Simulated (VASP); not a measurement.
# GaN in VASP: a series of runs, part 2 of 2

VASP 6.6.1. The steps go on from the part before.

**4. Single point, r2SCAN (uniaxial z strain +3.0%)**

POSCAR reads:

```
GaN
1.0
    0.0000000000      2.1085152343      2.1717706913
    2.1085152343      0.0000000000      2.1717706913
    2.1085152343      2.1085152343      0.0000000000
Ga N
1 1
Direct
    0.0000000000      0.0000000000      0.0000000000
    0.5000000000      0.5000000000      0.5000000000
```

INCAR.step1 reads:

```
  PREC = Accurate
  ENCUT = 520
  ISMEAR = 0
  SIGMA = 0.01
  LREAL = False
  LASPH = True
  NELM = 100
  NBANDS = 16
  GGA = PE
  ALGO = Normal
  EDIFF = 1E-4
  LWAVE = True
  LCHARG = False
```

INCAR.step2 reads:

```
  PREC = Accurate
  ENCUT = 520
  EDIFF = 1E-6
  ISMEAR = 0
  SIGMA = 0.01
  LREAL = False
  LASPH = True
  NELM = 100
  ALGO = Normal
  ISIF = 2
  LWAVE = False
  LCHARG = False
  METAGGA = R2SCAN
  LMIXTAU = True
  NBANDS = 16
  ISTART = 1
```

KPOINTS reads:

```
Automatic mesh
0
Gamma
  10 10 10
```

Potentials or basis: VASP PAW PBE potentials, release 64 (Ga_d, N).

Command:

```console
$ cat potpaw_PBE.64/Ga_d/POTCAR potpaw_PBE.64/N/POTCAR > POTCAR
$ cp INCAR.step1 INCAR
$ mpirun -np 1 vasp_std > vasp.out
$ cp INCAR.step2 INCAR
$ mpirun -np 1 vasp_std > vasp.out
```

OUTCAR:

```text
PREC = Accurate
   ENCUT = 520
   EDIFF = 1E-6
   ISMEAR = 0
   LREAL = False
   LASPH = True
   NELM = 100
   ISIF = 2
   METAGGA = R2SCAN
   ISTART = 1

 ion  position               nearest neighbor table
   1  0.000  0.000  0.000-   2 2.11   2 2.11   2 2.11   2 2.11   2 2.17   2 2.17
   2  0.500  0.500  0.500-   1 2.11   1 2.11   1 2.11   1 2.11   1 2.17   1 2.17

  LATTYP: Found a body centered tetragonal cell.
 ALAT       =     2.9818908408
 C/A-ratio  =     1.4566399692

  Lattice vectors:

 A1 = (  -2.1085152343,   0.0000000000,   2.1717706913)
 A2 = (   2.1085152343,   0.0000000000,   2.1717706913)
 A3 = (   0.0000000000,   2.1085152343,  -2.1717706913)

Analysis of symmetry for initial positions (statically):
=====================================================================
 Subroutine PRICEL returns:
 Original cell was already a primitive cell.

 Routine SETGRP: Setting up the symmetry group for a
 body centered tetragonal supercell.

 Subroutine GETGRP returns: Found 16 space group operations
 (whereof 16 operations were pure point group operations)
 out of a pool of 16 trial point group operations.

The static configuration has the point symmetry D_4h.

[... 156 lines left out ...]
  free energy    TOTEN  =       -20.96282068 eV

  energy without entropy =      -20.96282068  energy(sigma->0) =      -20.96282068

 E-fermi :   7.5995     XC(G=0): -14.0272

 val. band max:        7.4168832650   @ k =  -0.2000   0.2000   0.0000
 cond. band min:       8.2488186518   @ k =   0.5000   0.0000   0.5000
 fundamental gap:      0.8319353867
 Fermi energy:         7.5994514229

 k-point     1 :       0.0000    0.0000    0.0000
  band No.  band energies     occupation
      1     -10.4673      2.00000
      2      -7.0320      2.00000
      3      -7.0204      2.00000
      4      -7.0204      2.00000
      5      -6.9788      2.00000
      6      -6.9401      2.00000
[... 433 lines left out ...]
      3      -6.9121      2.00000
      4      -6.8610      2.00000
      5      -6.8180      2.00000
      6      -5.8903      2.00000
[... 8 lines left out ...]
     15      33.1290      0.00000
     16      34.1052      0.00000

 [... further k-points ...]
[... 5 lines left out ...]
  --------------------------------------------------------------------------------------
  -------------------------------------------------------------------------------------
  Total       -0.4520218     -0.4520218     -1.0190207      0.0000000      0.0000000      0.0000000
  in kB      -37.5035603    -37.5035603    -84.5465976      0.0000000      0.0000000      0.0000000
  external PRESSURE =     -53.1845727 kB  Pullay stress =       0.0000000 kB

 VOLUME and BASIS-vectors are now :
 -----------------------------------------------------------------------------
  energy-cutoff  :      520.00
  volume of cell :       19.31
      direct lattice vectors                 reciprocal lattice vectors
     0.000000000  2.108515234  2.171770691    -0.237133691  0.237133691  0.230226884
     2.108515234  0.000000000  2.171770691     0.237133691 -0.237133691  0.230226884
     2.108515234  2.108515234  0.000000000     0.237133691  0.237133691 -0.230226884

 POSITION                                       TOTAL-FORCE (eV/Angst)
 -----------------------------------------------------------------------------------
      0.00000      0.00000      0.00000        -0.000000      0.000000      0.000000
      2.10852      2.10852      2.17177         0.000000     -0.000000     -0.000000
 -----------------------------------------------------------------------------------
    total drift:                                0.000000     -0.000000     -0.000000

  FREE ENERGIE OF THE ION-ELECTRON SYSTEM (eV)
  ---------------------------------------------------
  free  energy   TOTEN  =       -20.9628206825 eV

  energy  without entropy=      -20.9628206825  energy(sigma->0) =      -20.96282068
```

OSZICAR.step1:

```text
N       E                     dE             d eps       ncg     rms          rms(c)
DAV:   1     0.734186742033E+02    0.73419E+02   -0.92318E+03  3784   0.211E+03
DAV:   2    -0.845079707161E+01   -0.81869E+02   -0.76303E+02  3720   0.317E+02
DAV:   3    -0.129616894540E+02   -0.45109E+01   -0.44950E+01  3784   0.640E+01
DAV:   4    -0.130031058027E+02   -0.41416E-01   -0.41413E-01  4080   0.642E+00
DAV:   5    -0.130035873028E+02   -0.48150E-03   -0.48150E-03  3944   0.637E-01    0.729E+00
DAV:   6    -0.112226411316E+02    0.17809E+01   -0.44258E+00  4744   0.391E+01    0.240E+00
DAV:   7    -0.112143205159E+02    0.83206E-02   -0.22417E-01  3880   0.529E+00    0.156E+00
DAV:   8    -0.112011995120E+02    0.13121E-01   -0.35341E-02  3616   0.213E+00    0.557E-01
DAV:   9    -0.111992246498E+02    0.19749E-02   -0.69003E-03  4080   0.183E+00    0.123E-01
DAV:  10    -0.111992532357E+02   -0.28586E-04   -0.61737E-04  3832   0.297E-01
   1 F= -.11199253E+02 E0= -.11199253E+02  d E =-.125876E-48
```

It took 54 s on 1 thread of Intel Xeon Platinum 8488C (Sapphire Rapids), shared host; peak memory 0.16 GiB.

What came out:

```yaml
Free_energy: -20.9628 eV
Pressure: -5.3 GPa
Band_gap_on_the_k_mesh: 0.83 eV, indirect (least direct gap 2.86 eV)
```

Stress tensor (GPa, compression positive):
```
-3.75  0.00  0.00
 0.00 -3.75  0.00
 0.00  0.00 -8.45
```

Caveat: the cell differs from its parent crystal (uniaxial z strain +3.0%); the PAW data sets were made with another functional, which shifts forces and pressure a little. A k mesh can miss the band edges.

**5. Single point, r2SCAN (uniaxial z strain +4.0%)**

POSCAR reads:

```
GaN
1.0
    0.0000000000      2.1085152343      2.1928558437
    2.1085152343      0.0000000000      2.1928558437
    2.1085152343      2.1085152343      0.0000000000
Ga N
1 1
Direct
    0.0000000000      0.0000000000      0.0000000000
    0.5000000000      0.5000000000      0.5000000000
```

INCAR.step1 reads:

```
SYSTEM = GaN
PREC     = Accurate       ! precision mode
ENCUT    = 520            ! plane-wave cutoff, eV
ISMEAR   = 0              ! smearing method
SIGMA    = 0.01           ! smearing width, eV
LREAL    = .False.        ! projectors in reciprocal space
LASPH    = .True.         ! aspherical terms in the spheres
NELM     = 80             ! most SCF steps
NBANDS   = 16             ! bands
GGA      = PE             ! functional
ALGO     = Normal         ! electronic algorithm
EDIFF    = 1E-4           ! SCF threshold, eV
LWAVE    = .True.         ! write WAVECAR
LCHARG   = .False.        ! write CHGCAR
```

INCAR.step2 reads:

```
SYSTEM = GaN
PREC     = Accurate       ! precision mode
ENCUT    = 520            ! plane-wave cutoff, eV
EDIFF    = 1E-7           ! SCF threshold, eV
ISMEAR   = 0              ! smearing method
SIGMA    = 0.01           ! smearing width, eV
LREAL    = .False.        ! projectors in reciprocal space
LASPH    = .True.         ! aspherical terms in the spheres
NELM     = 80             ! most SCF steps
ALGO     = Normal         ! electronic algorithm
ISIF     = 2              ! what is computed and relaxed
LWAVE    = .False.        ! write WAVECAR
LCHARG   = .False.        ! write CHGCAR
METAGGA  = R2SCAN         ! meta-GGA
LMIXTAU  = .True.       
NBANDS   = 16             ! bands
ISTART   = 1
```

KPOINTS reads:

```
Automatic mesh
0
Gamma
  10 10 10
  0 0 0
```

Command:

```console
$ cat potpaw_PBE.64/Ga_d/POTCAR potpaw_PBE.64/N/POTCAR > POTCAR
$ cp INCAR.step1 INCAR
$ mpirun -np 1 vasp_std > vasp.out
$ cp INCAR.step2 INCAR
$ mpirun -np 1 vasp_std > vasp.out
```

It took 61 s on 1 thread of Intel Xeon Platinum 8488C (Sapphire Rapids), shared host; peak memory 0.16 GiB.

Results (log left out):

* Free energy: -20.9515 eV
* Pressure: -7.2 GPa
* Band gap on the k mesh: 0.73 eV, indirect (least direct gap 2.69 eV)

Stress tensor (GPa, compression positive):
```
 -5.25   0.00   0.00
  0.00  -5.25   0.00
  0.00   0.00 -10.95
```

Levels at points of the mesh, in eV from the valence-band top:
| k point | band 7 | band 8 | band 9 | band 10 | band 11 | band 12 |
| --- | --- | --- | --- | --- | --- | --- |
| (0.00, 0.00, 0.00) | -0.66 | -0.66 | -0.32 | 2.36 | 15.01 | 15.32 |
| (0.50, 0.00, 0.00) | -8.24 | -0.34 | -0.14 | 5.12 | 9.25 | 9.83 |
| (0.50, 0.50, 0.00) | -7.08 | -2.91 | -2.91 | 1.11 | 8.71 | 12.30 |
| (0.50, 0.00, 0.50) | -7.01 | -3.41 | -2.85 | 0.73 | 8.26 | 12.82 |

Caveat: the cell differs from its parent crystal (uniaxial z strain +4.0%); the PAW data sets were made with another functional, which shifts forces and pressure a little. A k mesh can miss the band edges.

**6. Single point, r2SCAN**

This run uses another cell than the first one, of 9.37 Å³/atom, 0.990 times its volume.

POSCAR reads:

```
GaN
1.0
    0.0000000000      2.1085152343      2.1085152343
    2.1085152343      0.0000000000      2.1085152343
    2.1085152343      2.1085152343      0.0000000000
Ga N
1 1
Direct
    0.0000000000      0.0000000000      0.0000000000
    0.5000000000      0.5000000000      0.5000000000
```

INCAR.step1 reads:

```
  PREC = Accurate
  ENCUT = 520
  ISMEAR = 0
  SIGMA = 0.01
  LREAL = False
  LASPH = True
  NELM = 80
  NBANDS = 16
  GGA = PE
  ALGO = Normal
  EDIFF = 1E-4
  LWAVE = True
  LCHARG = False
```

INCAR.step2 reads:

```
  PREC = Accurate
  ENCUT = 520
  EDIFF = 1E-6
  ISMEAR = 0
  SIGMA = 0.01
  LREAL = False
  LASPH = True
  NELM = 80
  ALGO = Normal
  ISIF = 2
  LWAVE = False
  LCHARG = False
  METAGGA = R2SCAN
  LMIXTAU = True
  NBANDS = 16
  ISTART = 1
```

KPOINTS reads:

```
regular mesh
0
Gamma
  10 10 10
```

Potentials or basis: VASP PAW PBE potentials, release 64 (Ga_d, N).

Command:

```console
$ cat potpaw_PBE.64/Ga_d/POTCAR potpaw_PBE.64/N/POTCAR > POTCAR
$ cp INCAR.step1 INCAR
$ mpirun -np 1 vasp_std > vasp.out
$ cp INCAR.step2 INCAR
$ mpirun -np 1 vasp_std > vasp.out
```

OUTCAR:

```text
PREC = Accurate
   ENCUT = 520
   EDIFF = 1E-6
   ISMEAR = 0
   LREAL = False
   LASPH = True
   NELM = 80
   ISIF = 2
   METAGGA = R2SCAN
   ISTART = 1

 ion  position               nearest neighbor table
   1  0.000  0.000  0.000-   2 2.11   2 2.11   2 2.11   2 2.11   2 2.11   2 2.11
   2  0.500  0.500  0.500-   1 2.11   1 2.11   1 2.11   1 2.11   1 2.11   1 2.11

  LATTYP: Found a face centered cubic cell.
 ALAT       =     4.2170304686

  Lattice vectors:

 A1 = (   0.0000000000,   2.1085152343,   2.1085152343)
 A2 = (   2.1085152343,   0.0000000000,   2.1085152343)
[... 627 lines left out ...]
      5      -6.4091      2.00000
      6      -5.5037      2.00000
[... 8 lines left out ...]
     15      33.6225      0.00000
     16      35.2736      0.00000

 [... further k-points ...]
[... 5 lines left out ...]
  --------------------------------------------------------------------------------------
  -------------------------------------------------------------------------------------
  Total        0.1546307      0.1546307      0.1546307      0.0000000     -0.0000000      0.0000000
  in kB       13.2143575     13.2143575     13.2143575      0.0000000     -0.0000000      0.0000000
  external PRESSURE =      13.2143575 kB  Pullay stress =       0.0000000 kB

 VOLUME and BASIS-vectors are now :
 -----------------------------------------------------------------------------
  energy-cutoff  :      520.00
  volume of cell :       18.75
      direct lattice vectors                 reciprocal lattice vectors
     0.000000000  2.108515234  2.108515234    -0.237133691  0.237133691  0.237133691
     2.108515234  0.000000000  2.108515234     0.237133691 -0.237133691  0.237133691
     2.108515234  2.108515234  0.000000000     0.237133691  0.237133691 -0.237133691

 POSITION                                       TOTAL-FORCE (eV/Angst)
 -----------------------------------------------------------------------------------
      0.00000      0.00000      0.00000         0.000000      0.000000      0.000000
      2.10852      2.10852      2.10852         0.000000      0.000000     -0.000000
 -----------------------------------------------------------------------------------
    total drift:                                0.000000     -0.000000     -0.000000

  FREE ENERGIE OF THE ION-ELECTRON SYSTEM (eV)
  ---------------------------------------------------
  free  energy   TOTEN  =       -20.9760759115 eV

  energy  without entropy=      -20.9760759115  energy(sigma->0) =      -20.97607591
```

OUTCAR.step1:

```text
PREC = Accurate
   ENCUT = 520
   ISMEAR = 0
   LREAL = False
   LASPH = True
[... 678 lines left out ...]
      0.00000      0.00000      0.00000        -0.000000      0.000000      0.000000
      2.10852      2.10852      2.10852         0.000000     -0.000000     -0.000000
 -----------------------------------------------------------------------------------
    total drift:                                0.000000     -0.000000     -0.000000

  FREE ENERGIE OF THE ION-ELECTRON SYSTEM (eV)
  ---------------------------------------------------
  free  energy   TOTEN  =       -11.1852523930 eV

  energy  without entropy=      -11.1852523930  energy(sigma->0) =      -11.18525239
```

OSZICAR.step1:

```text
N       E                     dE             d eps       ncg     rms          rms(c)
DAV:   1     0.686838585910E+02    0.68684E+02   -0.92491E+03  1776   0.215E+03
DAV:   2    -0.906253721287E+01   -0.77746E+02   -0.73181E+02  1728   0.308E+02
DAV:   3    -0.129828586055E+02   -0.39203E+01   -0.39074E+01  1752   0.604E+01
DAV:   4    -0.130171912152E+02   -0.34333E-01   -0.34327E-01  1848   0.593E+00
DAV:   5    -0.130175961569E+02   -0.40494E-03   -0.40494E-03  1808   0.581E-01    0.737E+00
DAV:   6    -0.112070745281E+02    0.18105E+01   -0.43405E+00  2160   0.401E+01    0.239E+00
DAV:   7    -0.112000178142E+02    0.70567E-02   -0.23738E-01  1816   0.523E+00    0.157E+00
DAV:   8    -0.111871093455E+02    0.12908E-01   -0.31632E-02  1688   0.216E+00    0.522E-01
DAV:   9    -0.111852532125E+02    0.18561E-02   -0.68574E-03  1848   0.197E+00    0.115E-01
DAV:  10    -0.111852523930E+02    0.81956E-06   -0.59469E-04  1744   0.303E-01
   1 F= -.11185252E+02 E0= -.11185252E+02  d E =-.271057E-73
```

It took 35 s on 1 thread of Intel Xeon Platinum 8488C (Sapphire Rapids), shared host; peak memory 0.15 GiB.

Results:

* Free energy: -20.9761 eV
* Pressure: 1.3 GPa
* Band gap on the k mesh: 1.18 eV, indirect (least direct gap 3.41 eV)

Caveat: the PAW data sets were made with another functional, which shifts forces and pressure a little.

**7. Summary**

| cell | gap on the mesh (eV) | pressure (GPa) |
| --- | --- | --- |
| a = 2.997, b = 2.997, c = 2.982 Å, angles 60.2, 60.2, 59.7°, 2 atoms | 1.06 | -1.0 |
| a = 3.012, b = 3.012, c = 2.982 Å, angles 60.3, 60.3, 59.3°, 2 atoms | 0.94 | -3.3 |
| a = 3.027, b = 3.027, c = 2.982 Å, angles 60.5, 60.5, 59.0°, 2 atoms | 0.83 | -5.3 |
| a = 3.042, b = 3.042, c = 2.982 Å, angles 60.7, 60.7, 58.7°, 2 atoms | 0.73 | -7.2 |
| a = 2.982 Å, angles 60.0°, 2 atoms | 1.18 | 1.3 |

Alike in all rows: task single point; level r2SCAN; potentials or basis VASP PAW PBE potentials, release 64 (Ga_d, N); no spin polarisation; k mesh 10 × 10 × 10; cutoff (eV) 520; smearing gaussian 0.01 eV.

Caveats: the PAW data sets were made with another functional, which shifts forces and pressure a little.

Total energies depend on the potentials used, so only differences within one code and one set of settings carry meaning.
